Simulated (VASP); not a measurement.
# MoS2 (P6_3/mmc) in VASP: single point with PBE

Aim: the single point of MoS2 with PBE.

All numbers are computed with VASP 6.6.1; they aren't measurements. Logs are shortened: lines on timing, memory, paths and dates and some standing lists are left out, and cuts for length are marked.

## (1) The cell of the first run

It takes space group P6_3/mmc (No. 194, hexagonal). The conventional cell has a = 3.185 Å, b = 3.185 Å, c = 13.178 Å, α = 90.00°, β = 90.00°, γ = 120.00°. Within 3.2 Å of Mo (site symmetry -6m2) lie 6 S at 2.41 Å and 6 Mo at 3.19 Å. Within 3.2 Å of S (site symmetry 3m) lie 3 Mo at 2.41 Å and 7 S at 3.12 to 3.19 Å.

## (2) Single point, PBE, collinear spin

INCAR reads:

```
SYSTEM = MoS2
PREC = Accurate
ENCUT = 520
EDIFF = 1E-6
ISMEAR = -1
SIGMA = 0.02
LREAL = .False.
LASPH = .True.
NELM = 150
ALGO = Normal
ISIF = 2
LWAVE = .False.
LCHARG = .False.
ISPIN = 2
MAGMOM = 2 2 0 0 0 0
LORBIT = 11
LMAXMIX = 4
GGA = PE
NBANDS = 39
```

KPOINTS reads:

```
Automatic mesh
0
Gamma
  11 11 3
  0 0 0
```

POSCAR reads:

```
MoS2
1.0
    3.1854323130      0.0000000000      0.0000000000
   -1.5927161565      2.7586653051      0.0000000000
    0.0000000000      0.0000000000     13.1783909070
Mo S
2 4
Direct
    0.0000000000      0.0000000000      0.2500000000
    0.0000000000      0.0000000000      0.7500000000
    0.3333333333      0.6666666667      0.3683804474
    0.6666666667      0.3333333333      0.6316195526
    0.6666666667      0.3333333333      0.8683804474
    0.3333333333      0.6666666667      0.1316195526
```

Potentials or basis: VASP PAW PBE potentials, release 64 (Mo_sv, S).

Command:

```
$ cat potpaw_PBE.64/Mo_sv/POTCAR potpaw_PBE.64/S/POTCAR > POTCAR
$ mpirun -np 1 vasp_std > vasp.out
```

OUTCAR:

```text
SYSTEM = MoS2
   PREC = Accurate
   ENCUT = 520
   EDIFF = 1E-6
   ISMEAR = -1
   LREAL = .False.
   LASPH = .True.
   NELM = 150
   ISIF = 2
   ISPIN = 2
   LORBIT = 11
   GGA = PE

 ion  position               nearest neighbor table
   1  0.000  0.000  0.250-   3 2.41   6 2.41   3 2.41   6 2.41   3 2.41   6 2.41
   2  0.000  0.000  0.750-   4 2.41   5 2.41   4 2.41   5 2.41   4 2.41   5 2.41
   3  0.333  0.667  0.368-   1 2.41   1 2.41   1 2.41
   4  0.667  0.333  0.632-   2 2.41   2 2.41   2 2.41
   5  0.667  0.333  0.868-   2 2.41   2 2.41   2 2.41
   6  0.333  0.667  0.132-   1 2.41   1 2.41   1 2.41

  LATTYP: Found a hexagonal cell.
 ALAT       =     3.1854323130
 C/A-ratio  =     4.1370808142

  Lattice vectors:

 A1 = (   3.1854323130,   0.0000000000,   0.0000000000)
 A2 = (  -1.5927161565,   2.7586653051,   0.0000000000)
 A3 = (   0.0000000000,   0.0000000000,  13.1783909070)

Analysis of symmetry for initial positions (statically):
=====================================================================
 Subroutine PRICEL returns:
 Original cell was already a primitive cell.

 Routine SETGRP: Setting up the symmetry group for a
 hexagonal supercell.

 Subroutine GETGRP returns: Found 24 space group operations
 (whereof 12 operations were pure point group operations)
 out of a pool of 24 trial point group operations.

The static configuration has the point symmetry D_3d.
 The point group associated with its full space group is D_6h.

Analysis of symmetry for dynamics (positions and initial velocities):
=====================================================================
 Subroutine PRICEL returns:
 Original cell was already a primitive cell.

 Routine SETGRP: Setting up the symmetry group for a
 hexagonal supercell.

 Subroutine GETGRP returns: Found 24 space group operations
 (whereof 12 operations were pure point group operations)
 out of a pool of 24 trial point group operations.

The dynamic configuration has the point symmetry D_3d.
 The point group associated with its full space group is D_6h.

Analysis of structural, dynamic, and magnetic symmetry:
=====================================================================
 Subroutine PRICEL returns:
 Original cell was already a primitive cell.

 Routine SETGRP: Setting up the symmetry group for a
 hexagonal supercell.

 Subroutine GETGRP returns: Found 24 space group operations
 (whereof 12 operations were pure point group operations)
 out of a pool of 24 trial point group operations.

The overall configuration has the point symmetry D_3d.
 The point group associated with its full space group is D_6h.

 Subroutine INISYM returns: Found 24 space group operations
 (whereof 12 operations are pure point group operations),
 and found     1 'primitive' translations

----------------------------------------------------------------------------------------

                                     Primitive cell

  volume of cell :     115.8057

  direct lattice vectors                    reciprocal lattice vectors
     3.185432313  0.000000000  0.000000000     0.313929132  0.181247069  0.000000000
    -1.592716157  2.758665305  0.000000000     0.000000000  0.362494137  0.000000000
     0.000000000  0.000000000 13.178390907     0.000000000  0.000000000  0.075881798

  length of vectors
     3.185432313  3.185432313 13.178390907     0.362494137  0.362494137  0.075881798

  position of ions in fractional coordinates (direct lattice)
     0.000000000  0.000000000  0.250000000
     0.000000000  0.000000000  0.750000000
     0.333333333  0.666666667  0.368380447
     0.666666667  0.333333333  0.631619553
     0.666666667  0.333333333  0.868380447
     0.333333333  0.666666667  0.131619553

  ion indices of the primitive-cell ions
   primitive index   ion index
                 1           1
                 2           2
                 3           3
                 4           4
                 5           5
                 6           6

----------------------------------------------------------------------------------------

 KPOINTS: Automatic mesh

Automatic generation of k-mesh.
 Grid dimensions read from file:
 generate k-points for:   11   11    3

 Generating k-lattice:

  Cartesian coordinates                     Fractional coordinates (reciprocal lattice)
     0.028539012  0.016477006  0.000000000     0.090909091  0.000000000  0.000000000
     0.000000000  0.032954012  0.000000000     0.000000000  0.090909091  0.000000000
     0.000000000  0.000000000  0.025293933     0.000000000  0.000000000  0.333333333

  Length of vectors
     0.032954012  0.032954012  0.025293933

  Shift w.r.t. Gamma in fractional coordinates (k-lattice)
     0.000000000  0.000000000  0.000000000

 Subroutine IBZKPT returns following result:
 ===========================================

 Found     32 irreducible k-points:

 Following reciprocal coordinates:
            Coordinates               Weight
  0.000000  0.000000  0.000000      1.000000
  0.090909  0.000000  0.000000      6.000000
  0.181818  0.000000  0.000000      6.000000
  0.272727  0.000000  0.000000      6.000000
  0.363636  0.000000  0.000000      6.000000
  0.454545  0.000000  0.000000      6.000000
[... 16 lines left out ...]
  0.090909  0.090909  0.333333     12.000000
  0.181818  0.090909  0.333333     24.000000
 [... further k-points ...]
   k-points           NKPTS =     32   k-points in BZ     NKDIM =     32   number of bands    NBANDS=     39
   number of dos      NEDOS =    301   number of ions     NIONS =      6
   total plane-waves  NPLWV =  56448
   dimension x,y,z NGX =    24 NGY =   24 NGZ =   98
   dimension x,y,z NGXF=    48 NGYF=   48 NGZF=  196
   ions per type =               2   4
   NGX,Y,Z   is equivalent  to a cutoff of  12.53, 12.53, 12.36 a.u.
   NGXF,Y,Z  is equivalent  to a cutoff of  25.05, 25.05, 24.73 a.u.
 SYSTEM =  MoS2
   PREC   = accura    normal or accurate (medium, high low for compatibility)
   ISTART =      0    job   : 0-new  1-cont  2-samecut
   ICHARG =      2    charge: 1-file 2-atom 10-const
   ISPIN  =      2    spin polarized calculation?
   LNONCOLLINEAR =      F non collinear calculations
   LSORBIT =      F    spin-orbit coupling
   LASPH  =      T    aspherical Exc in radial PAW
   ENCUT  =  520.0 eV  38.22 Ry    6.18 a.u.   5.92  5.92 24.50*2*pi/ulx,y,z
   NELM   =    150;   NELMIN=  2; NELMDL= -5     # of ELM steps
   EDIFF  = 0.1E-05   stopping-criterion for ELM
   LREAL  =      F    real-space projection
   EDIFFG = 0.1E-04   stopping-criterion for IOM
   NSW    =      0    number of steps for IOM
   IBRION =     -1    ionic relax: 0-MD 1-quasi-New 2-CG
   NFREE  =      0    steps in history (QN), initial steepest desc. (CG)
   ISIF   =      2    stress and relaxation
   ISYM   =      2    0-nonsym 1-usesym 2-fastsym
   POTIM  = 0.5000    time-step for ionic-motion
   TEBEG  =    0.0;   TEEND  =   0.0 temperature during run
   PSTRESS=    0.0 pullay stress
   NELECT =      52.0000    total number of electrons
   NUPDOWN=      -1.0000    fix difference up-down
   EMIN   =  10.00;   EMAX   =-10.00  energy-range for DOS
   EFERMI =   0.00;   METHOD = LEGACY
   ISMEAR =    -1;   SIGMA  =   0.02  broadening in eV -4-tet -1-fermi 0-gaus
   EFERMI_NEDOS =   21; number of points for ismear=-14 and -15
   IALGO  =     38    algorithm
   IMIX   =      4    mixing-type and parameters
     AMIX     =   0.40;   BMIX     =  1.00
     AMIX_MAG =   1.60;   BMIX_MAG =  1.00
  volume/ion in A,a.u.               =      19.30       130.25
  Fermi-wavevector in a.u.,A,eV,Ry     =   1.253620  2.368999 21.382425  1.571564
  Thomas-Fermi vector in A             =   2.387464
   LORBIT       =     11    0 simple, 1 ext, 2 COOP (PROOUT), +10 PAW based schemes
   GGA     = PE    functional components
   LHFCALC =     F    Hartree Fock is set to
   AEXX    =    0.0000 exact exchange contribution
   IVDW    =     0    specifies the selected vdW correction
   LEPSILON=     F    determine dielectric tensor
   LRPA    =     F    only Hartree local field effects (RPA)
 spin polarized calculation
  energy-cutoff  :      520.00
  volume of cell :      115.81
 maximum number of plane-waves:      3146
 NGX is ok and might be reduce to    24
   NGX = 11   NGY = 11   NGZ = 49

 number of electron      51.9999999 magnetization       0.0006491

 Free energy of the ion-electron system (eV)
  ---------------------------------------------------
  ext. energy  EPLUGINS =         0.00000000
  ---------------------------------------------------
  free energy    TOTEN  =       -43.68187594 eV

  energy without entropy =      -43.68187594  energy(sigma->0) =      -43.68187594

 E-fermi :   6.9143     XC(G=0): -10.2750

 val. band max:        6.3583762784   @ k =   0.0000   0.0000   0.0000
 cond. band min:       7.5823331970   @ k =   0.1818   0.1818   0.0000
 fundamental gap:      1.2239569186
 Fermi energy:         6.9143294764

 spin component 1

 k-point     1 :       0.0000    0.0000    0.0000
  band No.  band energies     occupation
      1     -54.9853      1.00000
      2     -54.9853      1.00000
      3     -29.1244      1.00000
      4     -29.1244      1.00000
      5     -28.9223      1.00000
      6     -28.9223      1.00000
[... 30 lines left out ...]
     37      14.0912      0.00000
     38      14.8100      0.00000

 k-point     2 :       0.0909    0.0000    0.0000
  band No.  band energies     occupation
      1     -54.9823      1.00000
      2     -54.9823      1.00000
      3     -29.1186      1.00000
      4     -29.1186      1.00000
      5     -28.9523      1.00000
      6     -28.9523      1.00000
[... 30 lines left out ...]
     37      14.2482      0.00000
     38      15.0378      0.00000
[... 859 lines left out ...]
     37      14.6130      0.00000
     38      14.8312      0.00000

 k-point    24 :       0.1818    0.0909    0.3333
  band No.  band energies     occupation
      1     -54.9679      1.00000
      2     -54.9678      1.00000
      3     -29.0920      1.00000
      4     -29.0920      1.00000
      5     -29.0897      1.00000
      6     -29.0897      1.00000
[... 30 lines left out ...]
     37      14.9562      0.00000
     38      15.2125      0.00000

 [... further k-points ...]

 spin component 2

 k-point     1 :       0.0000    0.0000    0.0000
  band No.  band energies     occupation
      1     -54.9853      1.00000
      2     -54.9853      1.00000
      3     -29.1245      1.00000
      4     -29.1245      1.00000
      5     -28.9224      1.00000
      6     -28.9224      1.00000
[... 30 lines left out ...]
     37      14.0914      0.00000
     38      14.8102      0.00000

 k-point     2 :       0.0909    0.0000    0.0000
  band No.  band energies     occupation
      1     -54.9824      1.00000
      2     -54.9824      1.00000
      3     -29.1187      1.00000
      4     -29.1186      1.00000
      5     -28.9524      1.00000
      6     -28.9524      1.00000
[... 30 lines left out ...]
     37      14.2484      0.00000
     38      15.0380      0.00000
[... 859 lines left out ...]
     37      14.6132      0.00000
     38      14.8314      0.00000

 k-point    24 :       0.1818    0.0909    0.3333
  band No.  band energies     occupation
      1     -54.9679      1.00000
      2     -54.9679      1.00000
      3     -29.0920      1.00000
      4     -29.0920      1.00000
      5     -29.0897      1.00000
      6     -29.0897      1.00000
[... 30 lines left out ...]
     37      14.9564      0.00000
     38      15.2127      0.00000

 [... further k-points ...]

 [bands above 38 left out]

------------------------ aborting loop because EDIFF is reached ----------------------------------------

  FORCE on cell =-STRESS in cart. coord.  units (eV):
  Direction    XX          YY          ZZ          XY          YZ          ZX
  --------------------------------------------------------------------------------------
  -------------------------------------------------------------------------------------
  Total        0.1471828      0.1471828      0.5886371     -0.0000000      0.0000000      0.0000000
  in kB        2.0362813      2.0362813      8.1438252     -0.0000000      0.0000000      0.0000000
  external PRESSURE =       4.0721293 kB  Pullay stress =       0.0000000 kB

 VOLUME and BASIS-vectors are now :
 -----------------------------------------------------------------------------
  energy-cutoff  :      520.00
  volume of cell :      115.81
      direct lattice vectors                 reciprocal lattice vectors
     3.185432313  0.000000000  0.000000000     0.313929132  0.181247069  0.000000000
    -1.592716157  2.758665305  0.000000000     0.000000000  0.362494137  0.000000000
     0.000000000  0.000000000 13.178390907     0.000000000  0.000000000  0.075881798

 POSITION                                       TOTAL-FORCE (eV/Angst)
 -----------------------------------------------------------------------------------
      0.00000      0.00000      3.29460         0.000000     -0.000000      0.000000
      0.00000      0.00000      9.88379        -0.000000      0.000000     -0.000000
     -0.00000      1.83911      4.85466        -0.000000     -0.000000     -0.011575
      1.59272      0.91956      8.32373        -0.000000      0.000000      0.011575
      1.59272      0.91956     11.44386         0.000000     -0.000000     -0.011575
     -0.00000      1.83911      1.73453        -0.000000      0.000000      0.011575
 -----------------------------------------------------------------------------------
    total drift:                                0.000000     -0.000000      0.000000

  FREE ENERGIE OF THE ION-ELECTRON SYSTEM (eV)
  ---------------------------------------------------
  free  energy   TOTEN  =       -43.6818759387 eV

  energy  without entropy=      -43.6818759387  energy(sigma->0) =      -43.68187594

 total charge

# of ion       s       p       d       tot
------------------------------------------
    1        2.289   6.216   3.931  12.436
    2        2.289   6.216   3.931  12.436
    3        1.363   2.338   0.000   3.702
    4        1.363   2.338   0.000   3.702
    5        1.363   2.338   0.000   3.702
    6        1.363   2.338   0.000   3.702
--------------------------------------------------
tot         10.031  21.784   7.863  39.678

 magnetization (x)

# of ion       s       p       d       tot
------------------------------------------
    1       -0.000  -0.000  -0.000  -0.000
    2       -0.000  -0.000  -0.000  -0.000
    3       -0.000   0.000   0.000   0.000
    4       -0.000   0.000   0.000   0.000
    5       -0.000   0.000   0.000   0.000
    6       -0.000   0.000   0.000   0.000
--------------------------------------------------
tot         -0.000   0.000  -0.000  -0.000
```

It took 2 min on 1 thread of Intel Xeon 6975P-C (Granite Rapids), shared host; peak memory 0.39 GiB.

Results:

```yaml
Free_energy: -43.6819 eV
Pressure: 0.4 GPa
Largest_force: 0.012 eV/Å
Band_gap_on_the_k_mesh: 1.22 eV (least direct gap 1.82 eV)
Net_moment: 0.00 μB per cell
Valence_electrons_inside_the_program's_atomic_spheres: Mo 12.44; S 3.70
```

Forces in eV/Å, atoms in the order of the input:
```
Mo   0.000  0.000  0.000
Mo   0.000  0.000  0.000
S    0.000  0.000 -0.012
S    0.000  0.000  0.012
S    0.000  0.000 -0.012
S    0.000  0.000  0.012
```

Stress tensor (GPa, compression positive):
```
0.20 0.00 0.00
0.00 0.20 0.00
0.00 0.00 0.81
```

Caveat: an odd mesh through Γ misses points on the zone boundary, where band edges can lie; this functional lacks dispersion, which binds the layers, so the pressure and a relaxed spacing across them are unreliable.
